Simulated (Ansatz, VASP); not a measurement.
**One calculation of PbF2, two programs**

```xyz
3
Lattice="0.0000 2.8188 2.8188 2.8188 0.0000 2.8188 2.8188 2.8188 0.0000" Properties=species:S:1:pos:R:3 pbc="T T T"
Pb    0.0000    0.0000    0.0000
F     1.4094    1.4094    1.4094
F     4.2283    4.2283    4.2283
```

Change from the starting cell: hydrostatic strain -4.3%.

Alike in both runs: task single point; functional PBE; k mesh 8 × 8 × 8; occupations fermi-dirac, width 0.02 eV; no spin polarisation.

```csv
,VASP,Ansatz
version,VASP 6.6.1,Ansatz 0.2.0
potentials or method,"VASP PAW PBE potentials, release 64 (Pb_d, F)","plane waves, PAW"
plane-wave cutoff (eV),600,420
valence electrons in the cell,28,28
```

Ansatz gave:

```
gap on the k mesh at the Fermi level (eV) : 4.33
pressure (GPa)                            : 19.5
```

Task: Which values does VASP return?

Result: gap on the k mesh at the Fermi level (eV): 4.33; pressure (GPa): 19.2.

Neither program's run includes spin-orbit coupling.
